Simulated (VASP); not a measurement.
# Al (Fm-3m) in VASP: notebook, part 2 of 3

VASP 6.6.1. The steps go on from the part before.

### Step 3. Relaxation of cell and atoms, PBEsol

This run uses another cell than the first one, of 16.47 Å³/atom, 1.018 times its volume.

Contents of INCAR:

```
SYSTEM = Al
ALGO     = Normal         ! electronic algorithm
EDIFF    = 1E-6           ! SCF threshold, eV
EDIFFG   = -0.005         ! ionic threshold
ENCUT    = 600            ! plane-wave cutoff, eV
GGA      = PS             ! functional
IBRION   = 2              ! ionic algorithm
ISIF     = 3              ! what is computed and relaxed
ISMEAR   = 0              ! smearing method
LASPH    = .True.         ! aspherical terms in the spheres
LCHARG   = .False.        ! write CHGCAR
LREAL    = .False.        ! projectors in reciprocal space
LWAVE    = .False.        ! write WAVECAR
NELM     = 60             ! most SCF steps
NSW      = 100            ! ionic steps
PREC     = Accurate       ! precision mode
SIGMA    = 0.1            ! smearing width, eV
```

Contents of KPOINTS:

```
k-points
0
Gamma
  18 18 18
  0 0 0
```

Contents of POSCAR:

```
Al
1.0
    0.0000000000      2.0194648500      2.0194648500
    2.0194648500      0.0000000000      2.0194648500
    2.0194648500      2.0194648500      0.0000000000
Al
1
Direct
    0.0000000000      0.0000000000      0.0000000000
```

Potentials or basis: VASP PAW PBE potentials, release 64 (Al).

Run with:

```sh
cat potpaw_PBE.64/Al/POTCAR > POTCAR
mpirun -np 1 vasp_std > vasp.out
```

Wall time 7 s (1 thread of Intel Xeon 6975P-C (Granite Rapids), shared host); peak memory 0.15 GiB.

Results (log left out):

- Free energy: -4.0908 eV
- Relaxed volume: 16.19 Å³/atom
- Relaxed cell: a = 2.840 Å, b = 2.840 Å, c = 2.840 Å, α = 60.00°, β = 60.00°, γ = 60.00°
- Space group after relaxing (to 0.05 Å): Fm-3m (No. 225)
- Energy gained by relaxing: 1.2 meV/atom
- Ionic steps: 3
- Pressure after relaxing: 0.0 GPa

Step by step:
```
step  energy change (eV)  largest force (eV/Å)  pressure (GPa)  volume (Å³)
   1              0.0000                0.0000           -1.32        16.47
   2             -0.0011                0.0000            0.22        16.15
   3             -0.0012                0.0000            0.00        16.19
```

Final structure:
```cif
data_structure
_symmetry_space_group_name_H-M 'P 1'
_symmetry_Int_Tables_number 1
_cell_length_a 2.8398
_cell_length_b 2.8398
_cell_length_c 2.8398
_cell_angle_alpha 60.000
_cell_angle_beta 60.000
_cell_angle_gamma 60.000
_cell_volume 16.19
loop_
_atom_site_label
_atom_site_type_symbol
_atom_site_fract_x
_atom_site_fract_y
_atom_site_fract_z
_atom_site_occupancy
Al1 Al 0.00000 0.00000 0.00000 1
```

Levels at points of the mesh, in eV from the Fermi level:
| k point | band 1 | band 2 | band 3 | band 4 |
| --- | --- | --- | --- | --- |
| (0.00, 0.00, 0.00) | -11.25 | 12.71 | 12.71 | 12.71 |
| (0.50, 0.00, 0.00) | -4.66 | -4.39 | 11.53 | 11.53 |
| (0.50, 0.50, 0.00) | -2.95 | -1.60 | 5.27 | 5.68 |

Caveat: the PAW data sets were made with another functional, which shifts forces and pressure a little.

### Step 4. Single point, PBEsol

This run uses another cell than the first one: it holds 27 atoms, not 1.

Contents of INCAR:

```
PREC     = Accurate       # precision mode
ENCUT    = 520            # plane-wave cutoff, eV
EDIFF    = 1E-7           # SCF threshold, eV
ISMEAR   = 0              # smearing method
SIGMA    = 0.1            # smearing width, eV
LREAL    = Auto         
LASPH    = T              # aspherical terms in the spheres
NELM     = 80             # most SCF steps
ALGO     = Fast           # electronic algorithm
ISIF     = 2              # what is computed and relaxed
LWAVE    = F              # write WAVECAR
LCHARG   = F              # write CHGCAR
GGA      = PS             # functional
NBANDS   = 60             # bands
```

Contents of KPOINTS:

```
Automatic mesh
0
Gamma
  4 4 4
```

Contents of POSCAR:

```
Al
1.0
   -6.0230888998      0.0000000000      6.0230888998
   -6.0230888998     -6.0230888998      0.0000000000
    0.0000000000     -6.0230888998      6.0230888998
Al
27
Direct
    0.0000000000      0.6666666667      0.0000000000
    0.0000000000      0.3333333333      0.0000000000
    0.0000000000      0.0000000000      0.0000000000
    0.0000000000      0.6666666667      0.3333333333
    0.0000000000      0.3333333333      0.3333333333
    0.0000000000      0.0000000000      0.3333333333
    0.0000000000      0.6666666667      0.6666666667
    0.0000000000      0.3333333333      0.6666666667
    0.0000000000      0.0000000000      0.6666666667
    0.3333333333      0.6666666667      0.0000000000
    0.3333333333      0.3333333333      0.0000000000
    0.3333333333      0.0000000000      0.0000000000
    0.3333333333      0.6666666667      0.3333333333
    0.3333333333      0.3333333333      0.3333333333
    0.3333333333      0.0000000000      0.3333333333
    0.3333333333      0.6666666667      0.6666666667
    0.3333333333      0.3333333333      0.6666666667
    0.3333333333      1.0000000000      0.6666666667
    0.6666666667      0.6666666667      0.0000000000
    0.6666666667      0.3333333333      0.0000000000
    0.6666666667      0.0000000000      0.0000000000
    0.6666666667      0.6666666667      0.3333333333
    0.6666666667      0.3333333333      0.3333333333
    0.6666666667      1.0000000000      0.3333333333
    0.6666666667      0.6666666667      0.6666666667
    0.6666666667      0.3333333333      0.6666666667
    0.6666666667      0.0000000000      0.6666666667
```

Potentials or basis: VASP PAW PBE potentials, release 64 (Al).

Run with:

```sh
cat potpaw_PBE.64/Al/POTCAR > POTCAR
mpirun -np 1 vasp_std > vasp.out
```

OUTCAR:

```text
PREC = Accurate
   ENCUT = 520
   EDIFF = 1E-7
   ISMEAR = 0
   LREAL = Auto
   LASPH = T
   NELM = 80
   ISIF = 2
   GGA = PS

 ion  position               nearest neighbor table
   1  0.000  0.667  0.000-   3 2.84   4 2.84   7 2.84   9 2.84  10 2.84  16 2.84  19 2.84  21 2.84
                            22 2.84   5 2.84  11 2.84   2 2.84
   2  0.000  0.333  0.000-   3 2.84   5 2.84   6 2.84   8 2.84  11 2.84  12 2.84  17 2.84  20 2.84
                            23 2.84   7 2.84  19 2.84   1 2.84
   3  0.000  0.000  0.000-   1 2.84   2 2.84   4 2.84   6 2.84   8 2.84   9 2.84  10 2.84  12 2.84
                            18 2.84  20 2.84  21 2.84  24 2.84
   4  0.000  0.667  0.333-   1 2.84   3 2.84   6 2.84  10 2.84  13 2.84  22 2.84  24 2.84  14 2.84
                            25 2.84   5 2.84   7 2.84   8 2.84
   5  0.000  0.333  0.333-   2 2.84   6 2.84  11 2.84  14 2.84  15 2.84  23 2.84   1 2.84  22 2.84
                             9 2.84  26 2.84   8 2.84   4 2.84
   6  0.000  0.000  0.333-   2 2.84   3 2.84   4 2.84   5 2.84  12 2.84  13 2.84  15 2.84  23 2.84
                            24 2.84   7 2.84  27 2.84   9 2.84
   7  0.000  0.667  0.667-   1 2.84   9 2.84  16 2.84  19 2.84  25 2.84  27 2.84  17 2.84   2 2.84
                            13 2.84   6 2.84   8 2.84   4 2.84
   8  0.000  0.333  0.667-   2 2.84   3 2.84   9 2.84  17 2.84  18 2.84  20 2.84  26 2.84  25 2.84
                            14 2.84   5 2.84   7 2.84   4 2.84
   9  0.000  0.000  0.667-   1 2.84   3 2.84   7 2.84   8 2.84  16 2.84  18 2.84  21 2.84  26 2.84
[... 43 lines left out ...]
 A1 = (  -6.0230888998,   0.0000000000,   6.0230888998)
 A2 = (  -6.0230888998,  -6.0230888998,   0.0000000000)
 A3 = (   0.0000000000,  -6.0230888998,   6.0230888998)

Analysis of symmetry for initial positions (statically):
=====================================================================
 Subroutine PRICEL returns following result:

  LATTYP: Found a face centered cubic cell.
 ALAT       =     4.0153925995

  Lattice vectors:

 A1 = (  -2.0076962997,   0.0000000000,   2.0076962997)
 A2 = (  -2.0076962997,  -2.0076962997,   0.0000000000)
[... 144 lines left out ...]
   IVDW    =     0    specifies the selected vdW correction
   LEPSILON=     F    determine dielectric tensor
   LRPA    =     F    only Hartree local field effects (RPA)
 non-spin polarized calculation
 RMM-DIIS sequential band-by-band and
 Gauss-broadening in eV      SIGMA  =   0.10
  energy-cutoff  :      520.00
  volume of cell :      437.01
 maximum number of plane-waves:     11800
   NGX = 31   NGY = 31   NGZ = 31

 number of electron      81.0000000 magnetization

 Free energy of the ion-electron system (eV)
  ---------------------------------------------------
  ext. energy  EPLUGINS =         0.00000000
  ---------------------------------------------------
  free energy    TOTEN  =      -110.70629118 eV

  energy without entropy =     -110.65801415  energy(sigma->0) =     -110.68215266

 E-fermi :   8.0153     XC(G=0): -10.3267

 val. band max:        7.9083725498   @ k =  -0.2500   0.5000   0.2500
 cond. band min:       8.0849001495   @ k =   0.5000   0.2500   0.0000
 fundamental gap:      0.1765275998
 Fermi energy:         8.0153351060

 k-point     1 :       0.0000    0.0000    0.0000
  band No.  band energies     occupation
      1      -3.1114      2.00000
      2      -0.0851      2.00000
      3      -0.0851      2.00000
      4      -0.0851      2.00000
      5      -0.0851      2.00000
      6      -0.0851      2.00000
[... 429 lines left out ...]
     51       9.8527      0.00000
     52       9.8527      0.00000
 [bands above 52 left out]

------------------------ aborting loop because EDIFF is reached ----------------------------------------

  FORCE on cell =-STRESS in cart. coord.  units (eV):
  Direction    XX          YY          ZZ          XY          YZ          ZX
  --------------------------------------------------------------------------------------
  -------------------------------------------------------------------------------------
  Total        0.8006103      0.8006103      0.8006103      0.0000000     -0.0000000     -0.0000000
  in kB        2.9352421      2.9352421      2.9352421      0.0000000     -0.0000000     -0.0000000
  external PRESSURE =       2.9352421 kB  Pullay stress =       0.0000000 kB

 VOLUME and BASIS-vectors are now :
 -----------------------------------------------------------------------------
  energy-cutoff  :      520.00
  volume of cell :      437.01
      direct lattice vectors                 reciprocal lattice vectors
    -6.023088900  0.000000000  6.023088900    -0.083013883  0.083013883  0.083013883
    -6.023088900 -6.023088900  0.000000000    -0.083013883 -0.083013883 -0.083013883
     0.000000000 -6.023088900  6.023088900     0.083013883 -0.083013883  0.083013883

 POSITION                                       TOTAL-FORCE (eV/Angst)
 -----------------------------------------------------------------------------------
     -4.01539     -4.01539      0.00000         0.000000      0.000000      0.000000
     -2.00770     -2.00770      0.00000        -0.000000     -0.000000     -0.000000
      0.00000      0.00000      0.00000         0.000000      0.000000     -0.000000
     -4.01539     -6.02309      2.00770        -0.000000      0.000000     -0.000000
     -2.00770     -4.01539      2.00770        -0.000000      0.000000      0.000000
      0.00000     -2.00770      2.00770        -0.000000     -0.000000      0.000000
[... 19 lines left out ...]
     -6.02309     -6.02309      8.03079         0.000000     -0.000000      0.000000
     -4.01539     -4.01539      8.03079        -0.000000     -0.000000      0.000000
 -----------------------------------------------------------------------------------
    total drift:                                0.000000      0.000000     -0.000000

  FREE ENERGIE OF THE ION-ELECTRON SYSTEM (eV)
  ---------------------------------------------------
  free  energy   TOTEN  =      -110.7062911821 eV

  energy  without entropy=     -110.6580141470  energy(sigma->0) =     -110.68215266
```

OSZICAR:

```text
N       E                     dE             d eps       ncg     rms          rms(c)
DAV:   1     0.969284580717E+02    0.96928E+02   -0.28197E+04   960   0.108E+03
DAV:   2    -0.100369869259E+03   -0.19730E+03   -0.18324E+03  1144   0.142E+02
DAV:   3    -0.111258421688E+03   -0.10889E+02   -0.10378E+02  1188   0.268E+01
DAV:   4    -0.111467652446E+03   -0.20923E+00   -0.20769E+00  1072   0.384E+00
DAV:   5    -0.111470079102E+03   -0.24267E-02   -0.24255E-02  1112   0.488E-01    0.740E+00
RMM:   6    -0.111014749615E+03    0.45533E+00   -0.50776E-02   963   0.684E-01    0.427E+00
RMM:   7    -0.110708308141E+03    0.30644E+00   -0.12860E-01  1008   0.107E+00    0.566E-01
RMM:   8    -0.110706209791E+03    0.20983E-02   -0.72517E-03  1035   0.302E-01    0.711E-02
RMM:   9    -0.110706312549E+03   -0.10276E-03   -0.11287E-03  1072   0.140E-01    0.978E-02
RMM:  10    -0.110706336450E+03   -0.23901E-04   -0.14462E-04  1080   0.455E-02    0.351E-01
RMM:  11    -0.110706303532E+03    0.32919E-04   -0.37256E-05  1107   0.202E-02    0.146E-01
RMM:  12    -0.110706294874E+03    0.86581E-05   -0.97548E-06  1116   0.116E-02    0.569E-02
RMM:  13    -0.110706290662E+03    0.42120E-05   -0.19896E-06  1046   0.473E-03    0.168E-02
RMM:  14    -0.110706291451E+03   -0.78918E-06   -0.69794E-07   936   0.348E-03    0.647E-03
RMM:  15    -0.110706291207E+03    0.24354E-06   -0.15461E-07   611   0.150E-03    0.262E-03
RMM:  16    -0.110706291182E+03    0.25051E-07   -0.50136E-08   524   0.964E-04
   1 F= -.11070629E+03 E0= -.11068215E+03  d E =-.482770E-01
```

Wall time 2.5 min (1 thread of Intel Xeon 6975P-C (Granite Rapids), shared host); peak memory 0.59 GiB.

Results:

- Free energy: -110.7063 eV
- Pressure: 0.3 GPa

Caveat: the PAW data sets were made with another functional, which shifts forces and pressure a little.

(Continued in part 3 of 3.)
